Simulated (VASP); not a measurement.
Wanted: the native input for a VASP 6.6.1 run.

* Task: single point
* Functional: PBEsol
* Potentials or basis: VASP PAW PBE potentials, release 64 (Au, Cu)
* Cutoff: 520 eV
* k mesh: 9 × 9 × 9
* Occupations: fermi-dirac, width 0.05 eV
* Spin: no spin polarisation
* Dipole correction: no
* Further INCAR settings: ALGO = Fast; EDIFF = 1e-06; NBANDS = 30

The structure of CuAu3 lies in POSCAR:

```
CuAu3
1.0
   -1.9906277700      1.9906277700      4.0820992900
    1.9906277700     -1.9906277700      4.0820992900
    1.9906277700      1.9906277700     -4.0820992900
Au Cu
3 1
Direct
    0.5000000000      0.5000000000      0.0000000000
    0.2500000000      0.7500000000      0.5000000000
    0.7500000000      0.2500000000      0.5000000000
    0.0000000000      0.0000000000      0.0000000000
```

The input as run:

INCAR

```
SYSTEM = CuAu3
ALGO = Fast
EDIFF = 1E-6
ENCUT = 520
GGA = PS
ISIF = 2
ISMEAR = -1
LASPH = .True.
LCHARG = .True.
LELF = .True.
LREAL = .False.
LVHAR = .True.
LWAVE = .False.
NBANDS = 30
NELM = 80
PREC = Accurate
SIGMA = 0.05
```

KPOINTS

```
k-points
0
Gamma
  9 9 9
  0 0 0
```

Potentials or basis: VASP PAW PBE potentials, release 64 (Au, Cu).

Run with:

```sh
$ cat potpaw_PBE.64/Au/POTCAR potpaw_PBE.64/Cu/POTCAR > POTCAR
$ mpirun -np 1 vasp_std > vasp.out
```

Results of the run:

- Pressure: -4.6 GPa
- Band gap on the k mesh: zero (band 22 reaches 11.40 eV, above the bottom of band 23 at 7.36 eV)

Caveat: the PAW data sets were made with another functional, which shifts forces and pressure a little; spin-orbit coupling is left out, which moves the levels of the heavy elements.

It took 3.8 min on 1 thread of Intel(R) Xeon(R) Platinum 8259CL CPU @ 2.50GHz (Skylake/Cascade Lake) (shared host), peak memory 0.33 GiB.
